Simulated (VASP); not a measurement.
The system is Pb.

```
Pb
1.0
    -1.97966    1.97966    1.97966
     1.97966   -1.97966    1.97966
     1.97966    1.97966   -1.97966
Pb
1
Direct
  0.00000 0.00000 0.00000
```

This isn't the form of Pb at room conditions, which is fcc.

Program: VASP 6.6.1. Alike in all runs: task single point; no spin polarisation; cell as given.

**Question.** Order these runs on this cell by their pressure, lowest first.
A. level PBEsol-based screened hybrid with 25 % exact exchange; potentials or basis VASP PAW PBE potentials, release 64 (Pb_d); k mesh 5 × 5 × 5; cutoff (eV) 520; smearing fermi-dirac 0.05 eV; grid for exact exchange (PRECFOCK) Normal; share of exact exchange 0.25; screening parameter 0.207 1/Å
B. level pbe exchange, pbesol correlation; potentials or basis VASP PAW PBE potentials, release 64 (Pb_d); k mesh 9 × 9 × 9; cutoff (eV) 500; smearing gaussian 0.01 eV
C. level LDA; potentials or basis VASP PAW LDA potentials, release 64 (Pb_d); k mesh 9 × 9 × 9; cutoff (eV) 520; smearing fermi-dirac 0.05 eV

**Answer.** C (-3.3 GPa), A (-0.2 GPa), B (1.3 GPa).

Caveats: some runs use coarse meshes; the PAW data sets were made with another functional, which shifts forces and pressure a little (at least some runs); the cell stands under tension (at least some runs).
